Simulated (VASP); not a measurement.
# P (P6_3/mmc) in VASP: density of states with PBE

Aim: the density of states of P with PBE.

Everything below comes from runs of VASP 6.6.1. Logs are shortened: lines on timing, memory, paths and dates and some standing lists are left out, and cuts for length are marked.

### 1 The cell of the first run

Symmetry: P6_3/mmc, No. 194, hexagonal system. Conventional cell: a = 2.999 Å, b = 2.999 Å, c = 9.712 Å, α = 90.00°, β = 90.00°, γ = 120.00°. P (site symmetry -3m) has 12 P at 2.98 to 3.00 Å within 3.9 Å. Within 3.9 Å of P (site symmetry -6m2) lie 12 P at 2.98 to 3.00 Å.

### 2 Density of states, PBE

Contents of POSCAR:

```
P
1.0
    1.4995450000      2.5972860000      0.0000000000
   -1.4995450000      2.5972860000      0.0000000000
    0.0000000000      0.0000000000      9.7120780000
P
4
Direct
    0.0000000000      0.0000000000      0.0000000000
    0.0000000000      0.0000000000      0.5000000000
    0.3333300000      0.3333400000      0.7500000000
    0.6666600000      0.6666700000      0.2500000000
```

Contents of INCAR.step1:

```
SYSTEM = P
PREC = Accurate
ENCUT = 520
EDIFF = 1E-6
ISMEAR = -1
SIGMA = 0.1
LREAL = .FALSE.
LASPH = .TRUE.
NELM = 100
ALGO = Normal
ISIF = 2
LWAVE = .FALSE.
LCHARG = .TRUE.
GGA = PE
NBANDS = 18
```

Contents of KPOINTS.step1:

```
regular mesh
0
G
  13 13 4
  0 0 0
```

Contents of INCAR.step2:

```
SYSTEM = P
PREC = Accurate
ENCUT = 520
EDIFF = 1E-6
ISMEAR = -5
SIGMA = 0.1
LREAL = .FALSE.
LASPH = .TRUE.
NELM = 100
ALGO = Normal
ISIF = 2
LWAVE = .FALSE.
LCHARG = .FALSE.
GGA = PE
LORBIT = 11
NBANDS = 18
NEDOS = 2001
ICHARG = 11
```

Contents of KPOINTS.step2:

```
regular mesh
0
G
  20 20 6
  0 0 0
```

Potentials or basis: VASP PAW PBE potentials, release 64 (P).

Run with:

```console
$ cat potpaw_PBE.64/P/POTCAR > POTCAR
$ cp INCAR.step1 INCAR
$ cp KPOINTS.step1 KPOINTS
$ mpirun -np 1 vasp_std > vasp.out
$ cp INCAR.step2 INCAR
$ cp KPOINTS.step2 KPOINTS
$ mpirun -np 1 vasp_std > vasp.out
```

OUTCAR:

```text
SYSTEM = P
   PREC = Accurate
   ENCUT = 520
   EDIFF = 1E-6
   ISMEAR = -5
   LREAL = .FALSE.
   LASPH = .TRUE.
   NELM = 100
   ISIF = 2
   GGA = PE
   LORBIT = 11
   ICHARG = 11

 ion  position               nearest neighbor table
   1  0.000  0.000  0.000-
   2  0.000  0.000  0.500-
   3  0.333  0.333  0.750-
   4  0.667  0.667  0.250-

  LATTYP: Found a hexagonal cell.
 ALAT       =     2.9990881569
 C/A-ratio  =     3.2383436204

  Lattice vectors:

 A1 = (   1.4995450000,  -2.5972860000,   0.0000000000)
 A2 = (   1.4995450000,   2.5972860000,   0.0000000000)
 A3 = (   0.0000000000,   0.0000000000,   9.7120780000)

Analysis of symmetry for initial positions (statically):
=====================================================================
 Subroutine PRICEL returns:
 Original cell was already a primitive cell.

 Routine SETGRP: Setting up the symmetry group for a
 hexagonal supercell.

 Subroutine GETGRP returns: Found  4 space group operations
 (whereof  2 operations were pure point group operations)
 out of a pool of 24 trial point group operations.

The static configuration has the point symmetry C_2 .
 The point group associated with its full space group is C_2v.

Analysis of symmetry for dynamics (positions and initial velocities):
=====================================================================
 Subroutine PRICEL returns:
 Original cell was already a primitive cell.

 Routine SETGRP: Setting up the symmetry group for a
 hexagonal supercell.

 Subroutine GETGRP returns: Found  4 space group operations
 (whereof  2 operations were pure point group operations)
 out of a pool of 24 trial point group operations.

The dynamic configuration has the point symmetry C_2 .
 The point group associated with its full space group is C_2v.

 Subroutine INISYM returns: Found  4 space group operations
 (whereof  2 operations are pure point group operations),
 and found     1 'primitive' translations

----------------------------------------------------------------------------------------

                                     Primitive cell

  volume of cell :      75.6522

  direct lattice vectors                    reciprocal lattice vectors
     1.499545000  2.597286000  0.000000000     0.333434475  0.192508642  0.000000000
    -1.499545000  2.597286000  0.000000000    -0.333434475  0.192508642  0.000000000
     0.000000000  0.000000000  9.712078000     0.000000000  0.000000000  0.102964577
[... 99 lines left out ...]
   TEBEG  =    0.0;   TEEND  =   0.0 temperature during run
   PSTRESS=    0.0 pullay stress
   NELECT =      20.0000    total number of electrons
   NUPDOWN=      -1.0000    fix difference up-down
   EMIN   =  10.00;   EMAX   =-10.00  energy-range for DOS
   EFERMI =   0.00;   METHOD = LEGACY
   ISMEAR =    -5;   SIGMA  =   0.10  broadening in eV -4-tet -1-fermi 0-gaus
   EFERMI_NEDOS =   21; number of points for ismear=-14 and -15
   IALGO  =     38    algorithm
   IMIX   =      4    mixing-type and parameters
     AMIX     =   0.40;   BMIX     =  1.00
     AMIX_MAG =   1.60;   BMIX_MAG =  1.00
  volume/ion in A,a.u.               =      18.91       127.63
  Fermi-wavevector in a.u.,A,eV,Ry     =   1.050697  1.985530 15.020358  1.103965
  Thomas-Fermi vector in A             =   2.185711
   LORBIT       =     11    0 simple, 1 ext, 2 COOP (PROOUT), +10 PAW based schemes
   GGA     = PE    functional components
   LHFCALC =     F    Hartree Fock is set to
   AEXX    =    0.0000 exact exchange contribution
   IVDW    =     0    specifies the selected vdW correction
   LEPSILON=     F    determine dielectric tensor
   LRPA    =     F    only Hartree local field effects (RPA)
 non-spin polarized calculation
 Fermi weights with tetrahedron method with Bloechl corrections
  energy-cutoff  :      520.00
  volume of cell :       75.65
 maximum number of plane-waves:      2077

 number of electron      20.0000002 magnetization

 Free energy of the ion-electron system (eV)
  ---------------------------------------------------
  ext. energy  EPLUGINS =         0.00000000
  ---------------------------------------------------
  free energy    TOTEN  =       -17.18406598 eV

  energy without entropy =      -17.18406598  energy(sigma->0) =      -17.18406598

 E-fermi :   6.3518     XC(G=0): -10.3442

 val. band max:        6.5269640281   @ k =  -0.0500   0.2500   0.0000
 cond. band min:       6.2257359084   @ k =  -0.2000   0.2500   0.3333
 fundamental gap:     -0.3012281197
 Fermi energy:         6.3517646043

 k-point     1 :       0.0000    0.0000    0.0000
  band No.  band energies     occupation
      1      -7.5145      2.00000
      2      -6.1278      2.00000
      3      -6.1224      2.00000
      4      -3.2798      2.00000
      5       0.3354      2.00000
      6       5.6048      2.00000
[... 481 lines left out ...]
      5       0.6682      2.00000
      6       5.7555      2.00000
[... 10 lines left out ...]
     17      15.2164      0.00000
     18      15.7744      0.00000

 [... further k-points ...]

------------------------ aborting loop because EDIFF is reached ----------------------------------------

  FORCE on cell =-STRESS in cart. coord.  units (eV):
  Direction    XX          YY          ZZ          XY          YZ          ZX
  --------------------------------------------------------------------------------------
  -------------------------------------------------------------------------------------
  Total       -7.1082246     -7.1075340     -6.5992072      0.0000000      0.0000000      0.0000000
  in kB     -150.5394378   -150.5248121   -139.7593637      0.0000000      0.0000000      0.0000000
  external PRESSURE =    -146.9412045 kB  Pullay stress =       0.0000000 kB

 VOLUME and BASIS-vectors are now :
 -----------------------------------------------------------------------------
  energy-cutoff  :      520.00
  volume of cell :       75.65
      direct lattice vectors                 reciprocal lattice vectors
     1.499545000  2.597286000  0.000000000     0.333434475  0.192508642  0.000000000
    -1.499545000  2.597286000  0.000000000    -0.333434475  0.192508642  0.000000000
     0.000000000  0.000000000  9.712078000     0.000000000  0.000000000  0.102964577

 POSITION                                       TOTAL-FORCE (eV/Angst)
 -----------------------------------------------------------------------------------
      0.00000      0.00000      0.00000         0.002199     -0.000000      0.000000
      0.00000      0.00000      4.85604         0.002199     -0.000000      0.000000
     -0.00001      1.73153      7.28406        -0.002199     -0.000165     -0.000000
     -0.00001      3.46304      2.42802        -0.002199      0.000165      0.000000
 -----------------------------------------------------------------------------------
    total drift:                               -0.000003     -0.000000     -0.000000

  FREE ENERGIE OF THE ION-ELECTRON SYSTEM (eV)
  ---------------------------------------------------
  free  energy   TOTEN  =       -17.1840659840 eV

  energy  without entropy=      -17.1840659840  energy(sigma->0) =      -17.18406598

 total charge

# of ion       s       p       d       tot
------------------------------------------
    1        1.179   1.088   0.000   2.267
    2        1.179   1.088   0.000   2.267
    3        1.178   1.082   0.000   2.260
    4        1.178   1.082   0.000   2.260
--------------------------------------------------
tot          4.714   4.340   0.000   9.054
```

OSZICAR.step1:

```text
N       E                     dE             d eps       ncg     rms          rms(c)
DAV:   1     0.485659702398E+02    0.48566E+02   -0.81939E+03  5292   0.931E+02
DAV:   2    -0.142808083552E+02   -0.62847E+02   -0.60265E+02  7554   0.141E+02
DAV:   3    -0.172396420968E+02   -0.29588E+01   -0.29144E+01  6340   0.287E+01
DAV:   4    -0.172697525372E+02   -0.30110E-01   -0.30067E-01  6420   0.362E+00
DAV:   5    -0.172700753029E+02   -0.32277E-03   -0.32272E-03  6136   0.365E-01    0.485E+00
DAV:   6    -0.172365506770E+02    0.33525E-01   -0.28117E-02  5846   0.781E-01    0.273E+00
DAV:   7    -0.172249775450E+02    0.11573E-01   -0.44370E-02  5698   0.990E-01    0.226E-01
DAV:   8    -0.172252180797E+02   -0.24053E-03   -0.12332E-03  5900   0.195E-01    0.427E-02
DAV:   9    -0.172252138274E+02    0.42523E-05   -0.23426E-05  6976   0.281E-02    0.207E-02
DAV:  10    -0.172252118167E+02    0.20107E-05   -0.27296E-06  4422   0.964E-03    0.884E-03
DAV:  11    -0.172252110662E+02    0.75053E-06   -0.11504E-06  3274   0.676E-03
   1 F= -.17225211E+02 E0= -.17183018E+02  d E =-.843854E-01
```

It took 5.2 min on 1 thread of Intel Xeon 6975P-C, shared host; peak memory 0.5 GiB.

Results:

```
Valence electrons inside the program's atomic spheres : P 2.27, 2.26
```

Levels at points of the mesh, in eV from the Fermi level:
```tsv
k point	band 8	band 9	band 10	band 11	band 12	band 13
(0.00, 0.00, 0.00)	3.24	3.24	3.82	3.82	3.90	3.90
(0.50, 0.00, 0.00)	-3.38	-1.79	-1.04	0.43	1.55	1.56
(0.50, 0.50, 0.00)	-3.38	-1.79	-1.04	0.43	1.55	1.56
(0.00, 0.00, 0.50)	2.86	3.41	3.41	3.41	3.41	4.38
(0.50, 0.00, 0.50)	-4.51	-0.27	-0.27	0.72	0.72	1.15
(0.50, 0.50, 0.50)	-4.51	-0.27	-0.27	0.72	0.72	1.15
```

Caveat: tetrahedron occupations give inexact forces and stress in metals.
